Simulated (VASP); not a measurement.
# Re (P6_3/mmc) in VASP: notebook, part 2 of 2

VASP 6.6.1. Earlier steps stand in the parts before.

## (3) Relaxation of cell and atoms, PBEsol

This run uses another cell than the first one, of 14.71 Å³/atom.

INCAR reads:

```
PREC = Accurate ; ENCUT = 600
EDIFF = 1E-7 ; ISMEAR = -1
SIGMA = 0.08 ; LREAL = False
LASPH = True ; NELM = 60
ALGO = Normal ; ISIF = 3
LWAVE = False ; LCHARG = False
GGA = PS ; IBRION = 2
NSW = 100 ; EDIFFG = -0.002
```

KPOINTS reads:

```
Automatic mesh
0
Gamma
  18 18 10
```

POSCAR reads:

```
Re
1.0
    2.7608000000      0.0000000000      0.0000000000
   -1.3804000000      2.3909229348      0.0000000000
    0.0000000000      0.0000000000      4.4582000000
Re
2
Direct
    0.3333333333      0.6666666667      0.2500000000
    0.6666666667      0.3333333333      0.7500000000
```

Potentials or basis: VASP PAW PBE potentials, release 64 (Re).

Started as:

```console
$ cat potpaw_PBE.64/Re/POTCAR > POTCAR
$ mpirun -np 1 vasp_std > vasp.out
```

OUTCAR:

```text
PREC = Accurate
   ENCUT = 600
   EDIFF = 1E-7
   ISMEAR = -1
   LREAL = False
   LASPH = True
   NELM = 60
   ISIF = 3
   GGA = PS
   IBRION = 2
   NSW = 100
   EDIFFG = -0.002

 ion  position               nearest neighbor table
   1  0.333  0.667  0.250-   2 2.74   2 2.74   2 2.74   2 2.74   2 2.74   2 2.74
   2  0.667  0.333  0.750-   1 2.74   1 2.74   1 2.74   1 2.74   1 2.74   1 2.74

  LATTYP: Found a hexagonal cell.
 ALAT       =     2.7608000000
 C/A-ratio  =     1.6148217908

  Lattice vectors:

 A1 = (   2.7608000000,   0.0000000000,   0.0000000000)
 A2 = (  -1.3804000000,   2.3909229348,   0.0000000000)
 A3 = (   0.0000000000,   0.0000000000,   4.4582000000)

Analysis of symmetry for initial positions (statically):
=====================================================================
 Subroutine PRICEL returns:
 Original cell was already a primitive cell.

 Routine SETGRP: Setting up the symmetry group for a
 hexagonal supercell.

 Subroutine GETGRP returns: Found 24 space group operations
 (whereof 12 operations were pure point group operations)
 out of a pool of 24 trial point group operations.

The static configuration has the point symmetry D_3d.
 The point group associated with its full space group is D_6h.

Analysis of symmetry for dynamics (positions and initial velocities):
=====================================================================
 Subroutine PRICEL returns:
 Original cell was already a primitive cell.

 Routine SETGRP: Setting up the symmetry group for a
 hexagonal supercell.

 Subroutine GETGRP returns: Found 24 space group operations
 (whereof 12 operations were pure point group operations)
 out of a pool of 24 trial point group operations.

The dynamic configuration has the point symmetry D_3d.
 The point group associated with its full space group is D_6h.

 Subroutine INISYM returns: Found 24 space group operations
 (whereof 12 operations are pure point group operations),
 and found     1 'primitive' translations

----------------------------------------------------------------------------------------

                                     Primitive cell

  volume of cell :      29.4280

  direct lattice vectors                    reciprocal lattice vectors
     2.760800000  0.000000000  0.000000000     0.362213851  0.209124264  0.000000000
    -1.380400000  2.390922935  0.000000000     0.000000000  0.418248529  0.000000000
     0.000000000  0.000000000  4.458200000     0.000000000  0.000000000  0.224305774

  length of vectors
     2.760800000  2.760800000  4.458200000     0.418248529  0.418248529  0.224305774

  position of ions in fractional coordinates (direct lattice)
     0.333333333  0.666666667  0.250000000
     0.666666667  0.333333333  0.750000000

  ion indices of the primitive-cell ions
   primitive index   ion index
                 1           1
                 2           2

----------------------------------------------------------------------------------------

 KPOINTS: Automatic mesh

Automatic generation of k-mesh.
 Grid dimensions read from file:
 generate k-points for:   18   18   10

 Generating k-lattice:

  Cartesian coordinates                     Fractional coordinates (reciprocal lattice)
[... 66 lines left out ...]
   ISIF   =      3    stress and relaxation
   ISYM   =      2    0-nonsym 1-usesym 2-fastsym
   POTIM  = 0.5000    time-step for ionic-motion
   TEBEG  =    0.0;   TEEND  =   0.0 temperature during run
   PSTRESS=    0.0 pullay stress
   NELECT =      14.0000    total number of electrons
   NUPDOWN=      -1.0000    fix difference up-down
   EMIN   =  10.00;   EMAX   =-10.00  energy-range for DOS
   EFERMI =   0.00;   METHOD = LEGACY
   ISMEAR =    -1;   SIGMA  =   0.08  broadening in eV -4-tet -1-fermi 0-gaus
   EFERMI_NEDOS =   21; number of points for ismear=-14 and -15
   IALGO  =     38    algorithm
   IMIX   =      4    mixing-type and parameters
     AMIX     =   0.40;   BMIX     =  1.00
     AMIX_MAG =   1.60;   BMIX_MAG =  1.00
  volume/ion in A,a.u.               =      14.71        99.29
  Fermi-wavevector in a.u.,A,eV,Ry     =   1.278000  2.415070 22.222174  1.633284
  Thomas-Fermi vector in A             =   2.410568
   LORBIT       =      0    0 simple, 1 ext, 2 COOP (PROOUT), +10 PAW based schemes
   GGA     = PS    functional components
   LHFCALC =     F    Hartree Fock is set to
   AEXX    =    0.0000 exact exchange contribution
   IVDW    =     0    specifies the selected vdW correction
   LEPSILON=     F    determine dielectric tensor
   LRPA    =     F    only Hartree local field effects (RPA)
 conjugate gradient relaxation of ions
 non-spin polarized calculation
  energy-cutoff  :      600.00
  volume of cell :       29.43
 maximum number of plane-waves:      1014
 NGX is ok and might be reduce to    24
   NGX = 11   NGY = 11   NGZ = 17

--------------------------------------- Ionic step        1  -------------------------------------------

 number of electron      14.0000000 magnetization

 Free energy of the ion-electron system (eV)
  ---------------------------------------------------
  ext. energy  EPLUGINS =         0.00000000
  ---------------------------------------------------
  free energy    TOTEN  =       -26.75153013 eV

  energy without entropy =      -26.71637796  energy(sigma->0) =      -26.73395405

------------------------ aborting loop because EDIFF is reached ----------------------------------------

  FORCE on cell =-STRESS in cart. coord.  units (eV):
  Direction    XX          YY          ZZ          XY          YZ          ZX
  --------------------------------------------------------------------------------------
  -------------------------------------------------------------------------------------
  Total       -0.7267999     -0.7267999     -0.7903491     -0.0000000     -0.0000000      0.0000000
  in kB      -39.5699399    -39.5699399    -43.0298171     -0.0000000     -0.0000000      0.0000000
  external PRESSURE =     -40.7232323 kB  Pullay stress =       0.0000000 kB
[... 89 lines left out ...]
  FREE ENERGIE OF THE ION-ELECTRON SYSTEM (eV)
  ---------------------------------------------------
  free  energy   TOTEN  =       -26.7554592647 eV

  energy  without entropy=      -26.7206705135  energy(sigma->0) =      -26.73806489

[... ionic steps 4 to 11 ...]

--------------------------------------- Ionic step       12  -------------------------------------------

 number of electron      14.0000000 magnetization

------------------------ aborting loop because EDIFF is reached ----------------------------------------
[... 67 lines left out ...]
--------------------------------------- Ionic step       14  -------------------------------------------

 number of electron      14.0000000 magnetization

 Free energy of the ion-electron system (eV)
  ---------------------------------------------------
  ext. energy  EPLUGINS =         0.00000000
  ---------------------------------------------------
  free energy    TOTEN  =       -26.75546509 eV

  energy without entropy =      -26.72064746  energy(sigma->0) =      -26.73805627

 E-fermi :   7.8384     XC(G=0): -13.8760

 val. band max:        7.8333790727   @ k =   0.2222   0.1111   0.5000
 cond. band min:       7.8400268740   @ k =   0.3333   0.1667   0.4000
 fundamental gap:      0.0066478013
 Fermi energy:         7.8384171764

 k-point     1 :       0.0000    0.0000    0.0000
  band No.  band energies     occupation
      1      -2.1240      2.00000
      2       1.1285      2.00000
      3       6.2315      2.00000
      4       6.2315      2.00000
      5       6.2461      2.00000
      6       7.0875      1.99983
      7       7.0875      1.99983
      8       8.0286      0.16986
      9       8.0286      0.16986
     10       8.4897      0.00058
     11      11.2667      0.00000
[... 309 lines left out ...]
 k-point    24 :       0.3889    0.1111    0.0000
  band No.  band energies     occupation
      1       2.1849      2.00000
      2       2.3145      2.00000
      3       2.6313      2.00000
      4       5.5309      2.00000
      5       5.7173      2.00000
      6       6.4542      2.00000
      7       7.2152      1.99917
      8      11.1053      0.00000
      9      11.7110      0.00000
     10      12.0180      0.00000
     11      13.5758      0.00000

 [... further k-points ...]

------------------------ aborting loop because EDIFF is reached ----------------------------------------

  FORCE on cell =-STRESS in cart. coord.  units (eV):
  Direction    XX          YY          ZZ          XY          YZ          ZX
  --------------------------------------------------------------------------------------
  -------------------------------------------------------------------------------------
  Total        0.0012607      0.0012607      0.0037925      0.0000000      0.0000000      0.0000000
  in kB        0.0693530      0.0693530      0.2086368      0.0000000      0.0000000      0.0000000
  external PRESSURE =       0.1157809 kB  Pullay stress =       0.0000000 kB
[... 17 lines left out ...]
  FREE ENERGIE OF THE ION-ELECTRON SYSTEM (eV)
  ---------------------------------------------------
  free  energy   TOTEN  =       -26.7554650892 eV

  energy  without entropy=      -26.7206474557  energy(sigma->0) =      -26.73805627

 reached required accuracy - stopping structural energy minimisation
```

OSZICAR:

```text
N       E                     dE             d eps       ncg     rms          rms(c)
DAV:   1     0.348356987972E+02    0.34836E+02   -0.74682E+03  8568   0.173E+03
DAV:   2    -0.203998623711E+02   -0.55236E+02   -0.47569E+02  7586   0.332E+02
[... 84 lines left out ...]
  13 F= -.26755464E+02 E0= -.26738051E+02  d E =0.602995E-07
       N       E                     dE             d eps       ncg     rms          rms(c)
DAV:   1    -0.267554664237E+02   -0.22100E-05   -0.11516E-04  7332   0.518E-01    0.216E-02
DAV:   2    -0.267554654631E+02    0.96063E-06   -0.11860E-06  8111   0.219E-02    0.827E-03
DAV:   3    -0.267554650823E+02    0.38076E-06   -0.21342E-07  2887   0.180E-02    0.274E-03
DAV:   4    -0.267554650892E+02   -0.68694E-08   -0.73645E-08  2526   0.855E-03
  14 F= -.26755465E+02 E0= -.26738056E+02  d E =-.766844E-06
```

CONTCAR:

```text
Re
   1.00000000000000
     2.7518498491815695   -0.0000000000000000    0.0000000000000000
    -1.3759249245907847    2.3831718768232264   -0.0000000000000000
    -0.0000000000000000   -0.0000000000000000    4.4408071033064225
  Re
     2
Direct
     0.3333333332999970    0.6666666667000030    0.2500000000000000
     0.6666666667000030    0.3333333332999970    0.7500000000000000

  0.00000000E+00  0.00000000E+00  0.00000000E+00
  0.00000000E+00  0.00000000E+00  0.00000000E+00
```

It took 2.9 min on 1 thread of Intel Xeon 6975P-C (Granite Rapids), shared host; peak memory 0.23 GiB.

What came out:

```
Free energy                           : -26.7555 eV
Relaxed volume                        : 14.56 Å³/atom
Relaxed cell                          : a = 2.752 Å, b = 2.752 Å, c = 4.441 Å, α = 90.00°, β = 90.00°, γ = 120.00°
Space group after relaxing (to 0.1 Å) : P6_3/mmc (No. 194)
Energy gained by relaxing             : 2.0 meV/atom
Ionic steps                           : 14
Pressure after relaxing               : 0.0 GPa
Band gap on the k mesh                : zero (bands 7 and 8 overlap by 3.24 eV)
```

The path:
```tsv
step	energy change (eV)	largest force (eV/Å)	pressure (GPa)	volume (Å³)
1	0.0000	0.0000	-4.07	29.43
2	0.0699	0.0000	19.56	27.86
3	-0.0039	0.0000	-0.07	29.13
4	-0.0039	0.0000	-0.02	29.12
5	-0.0039	0.0000	0.07	29.12
6	-0.0039	0.0000	-0.20	29.14
7	-0.0039	0.0000	-0.02	29.13
8	-0.0039	0.0000	-0.02	29.13
9	-0.0039	0.0000	-0.11	29.13
10	-0.0039	0.0000	-0.03	29.13
11	-0.0039	0.0000	-0.03	29.13
12	-0.0039	0.0000	-0.03	29.13
13	-0.0039	0.0000	0.05	29.12
14	-0.0039	0.0000	0.01	29.12
```

Final structure:
```yaml
crystal:
  lattice:
    - [2.75185, 0.00000, 0.00000]
    - [-1.37592, 2.38317, 0.00000]
    - [0.00000, 0.00000, 4.44081]
  atoms:
    - { symbol: Re, position: [0.33333, 0.66667, 0.25000] }
    - { symbol: Re, position: [0.66667, 0.33333, 0.75000] }
```

Levels at points of the mesh, in eV from the Fermi level:
```tsv
k point	band 5	band 6	band 7	band 8	band 9	band 10
(0.00, 0.00, 0.00)	-1.59	-0.75	-0.75	0.19	0.19	0.65
(0.50, 0.00, 0.00)	-1.74	-1.38	-0.60	4.04	4.47	4.59
(0.00, 0.00, 0.50)	-1.74	-1.74	-1.74	-1.74	2.60	2.60
(0.50, 0.00, 0.50)	0.40	0.40	0.95	0.95	4.36	4.36
```

Caveat: the PAW data sets were made with another functional, which shifts forces and pressure a little; spin-orbit coupling is left out, which moves the levels of the heavy elements.

## (4) Relaxation of cell and atoms, PBEsol+U

This run uses another cell than the first one, of 14.71 Å³/atom.

INCAR reads:

```
PREC     = Accurate       # precision mode
ENCUT    = 600            # plane-wave cutoff, eV
EDIFF    = 1E-6           # SCF threshold, eV
ISMEAR   = -1             # smearing method
SIGMA    = 0.08           # smearing width, eV
LREAL    = False          # projectors in reciprocal space
LASPH    = True           # aspherical terms in the spheres
NELM     = 150            # most SCF steps
ALGO     = Normal         # electronic algorithm
ISIF     = 3              # what is computed and relaxed
LWAVE    = False          # write WAVECAR
LCHARG   = False          # write CHGCAR
LMAXMIX  = 4              # l up to which the mixer works
LDAU     = True           # DFT+U
LDAUTYPE = 2            
LDAUL    = 2              # shell
LDAUU    = 2              # U, eV
LDAUJ    = 0            
LDAUPRINT= 1            
GGA      = PS             # functional
IBRION   = 2              # ionic algorithm
NSW      = 100            # ionic steps
EDIFFG   = -0.002         # ionic threshold
```

KPOINTS reads:

```
regular mesh
0
Gamma
  18 18 10
```

POSCAR is that of step 3.

Started as:

```console
$ cat potpaw_PBE.64/Re/POTCAR > POTCAR
$ mpirun -np 1 vasp_std > vasp.out
```

Run time: 3.2 min. Hardware: 1 thread of Intel Xeon 6975P-C (Granite Rapids), shared host; peak memory 0.24 GiB.

The run converged. Its results:

```yaml
Free_energy: -21.7569 eV
Relaxed_volume: 14.57 Å³/atom
Relaxed_cell: a = 2.751 Å, b = 2.751 Å, c = 4.446 Å, α = 90.00°, β = 90.00°, γ = 120.00°
Space_group_after_relaxing_to_0.1_Å: P6_3/mmc (No. 194)
Energy_gained_by_relaxing: 1.6 meV/atom
Ionic_steps: 11
Pressure_after_relaxing: 0.0 GPa
Band_gap_on_the_k_mesh: zero (bands 7 and 8 overlap by 3.22 eV)
```

The path:
```
step  energy change (eV)  largest force (eV/Å)  pressure (GPa)  volume (Å³)
   1              0.0000                0.0000           -3.58        29.43
   2              0.0501                0.0000           16.06        28.05
   3             -0.0032                0.0000           -0.06        29.15
   4             -0.0032                0.0000           -0.05        29.15
   5             -0.0031                0.0000            0.59        29.10
   6             -0.0032                0.0000            0.10        29.14
   7             -0.0032                0.0000           -0.36        29.18
   8             -0.0032                0.0000           -0.05        29.15
   9             -0.0032                0.0000            0.04        29.14
  10             -0.0032                0.0000            0.04        29.15
  11             -0.0032                0.0000            0.01        29.15
```

Final structure:
```cif
data_structure
_symmetry_space_group_name_H-M 'P 1'
_symmetry_Int_Tables_number 1
_cell_length_a 2.7514
_cell_length_b 2.7514
_cell_length_c 4.4461
_cell_angle_alpha 90.000
_cell_angle_beta 90.000
_cell_angle_gamma 120.000
_cell_volume 29.15
loop_
_atom_site_label
_atom_site_type_symbol
_atom_site_fract_x
_atom_site_fract_y
_atom_site_fract_z
_atom_site_occupancy
Re1 Re 0.33333 0.66667 0.25000 1
Re2 Re 0.66667 0.33333 0.75000 1
```

Levels at points of the mesh, in eV from the Fermi level:
| k point | band 5 | band 6 | band 7 | band 8 | band 9 | band 10 |
| --- | --- | --- | --- | --- | --- | --- |
| (0.00, 0.00, 0.00) | -1.61 | -0.76 | -0.76 | 0.22 | 0.22 | 0.62 |
| (0.50, 0.00, 0.00) | -1.75 | -1.38 | -0.62 | 4.04 | 4.47 | 4.59 |
| (0.00, 0.00, 0.50) | -1.73 | -1.73 | -1.73 | -1.73 | 2.61 | 2.61 |
| (0.50, 0.00, 0.50) | 0.42 | 0.42 | 0.94 | 0.94 | 4.36 | 4.36 |

Eigenvalues of the final occupation matrices:
```tsv
site	spin	trace	eigenvalues
site 1 d	1	2.47	0.48 0.48 0.50 0.50 0.51
site 1 d	2	2.47	0.48 0.48 0.50 0.50 0.51
site 2 d	1	2.47	0.48 0.48 0.50 0.50 0.51
site 2 d	2	2.47	0.48 0.48 0.50 0.50 0.51
```

Caveat: the PAW data sets were made with another functional, which shifts forces and pressure a little; spin-orbit coupling is left out, which moves the levels of the heavy elements; U without spin polarisation on a metal has little footing; the U is typed as a test and isn't derived for this compound.

## (5) Summary

| task | level | U | cell | cutoff (eV) | gap on the mesh (eV) | pressure (GPa) | relaxed volume (Å³/atom) |
| --- | --- | --- | --- | --- | --- | --- | --- |
| single point | PBEsol+U | Re d U = 2.0 eV | a = 2.748, b = 2.748, c = 4.436 Å, angles 90.0, 90.0, 120.0°, 2 atoms | 520 | none | 1.6 | - |
| relaxation of cell and atoms | PBEsol | - | relaxed from a = 2.761, b = 2.761, c = 4.458 Å, angles 90.0, 90.0, 120.0°, 2 atoms | 600 | none | 0.0 | 14.56 |
| relaxation of cell and atoms | PBEsol+U | Re d U = 2.0 eV | relaxed from a = 2.761, b = 2.761, c = 4.458 Å, angles 90.0, 90.0, 120.0°, 2 atoms | 600 | none | 0.0 | 14.57 |

Alike in all rows: potentials or basis VASP PAW PBE potentials, release 64 (Re); no spin polarisation; k mesh 18 × 18 × 10; smearing fermi-dirac 0.08 eV.

Caveats: the PAW data sets were made with another functional, which shifts forces and pressure a little; spin-orbit coupling is left out, which moves the levels of the heavy elements; U without spin polarisation on a metal has little footing (at least some runs); the U is typed as a test and isn't derived for this compound (at least some runs).

Absolute energies hang on the potentials; compare differences alone.
